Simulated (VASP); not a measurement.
Set up this calculation in VASP 6.6.1, as the native input.

```
Task                   : single point
Functional             : PBEsol
Potentials or basis    : VASP PAW PBE potentials, release 64 (Cd, S)
Cutoff                 : 500 eV
k mesh                 : 6 × 6 × 6
Occupations            : gaussian, width 0.1 eV
Spin                   : no spin polarisation
Dipole correction      : no
Further INCAR settings : ALGO = Normal; EDIFF = 1e-06; NBANDS = 16
```

The structure of CdS (a.bB) lies in POSCAR:

```
CdS
1.0
    0.0000000000      2.9200000000      2.9200000000
    2.9200000000      0.0000000000      2.9200000000
    2.9200000000      2.9200000000      0.0000000000
Cd S
1 1
Direct
    0.0000000000      0.0000000000      0.0000000000
    0.2500000000      0.2500000000      0.2500000000
```

One way to write it, as run:

INCAR

```
PREC = Accurate ; ENCUT = 500
EDIFF = 1E-6 ; ISMEAR = 0
SIGMA = 0.1 ; LREAL = F
LASPH = T ; NELM = 120
ALGO = Normal ; ISIF = 2
LWAVE = F ; LCHARG = F
GGA = PS ; NBANDS = 16
GGA_COMPAT = F
```

KPOINTS

```
Automatic mesh
0
Gamma
  6 6 6
```

Potentials or basis: VASP PAW PBE potentials, release 64 (Cd, S).

Command:

```console
$ cat potpaw_PBE.64/Cd/POTCAR potpaw_PBE.64/S/POTCAR > POTCAR
$ mpirun -np 1 vasp_std > vasp.out
```

Results of the run:

```
Pressure               : -0.1 GPa
Band gap on the k mesh : 1.00 eV, direct
```

Caveat: the PAW data sets were made with another functional, which shifts forces and pressure a little.

Run time: 13 s on 1 thread of Intel Xeon 6975P-C, with other jobs on the host, peak memory 0.17 GiB.
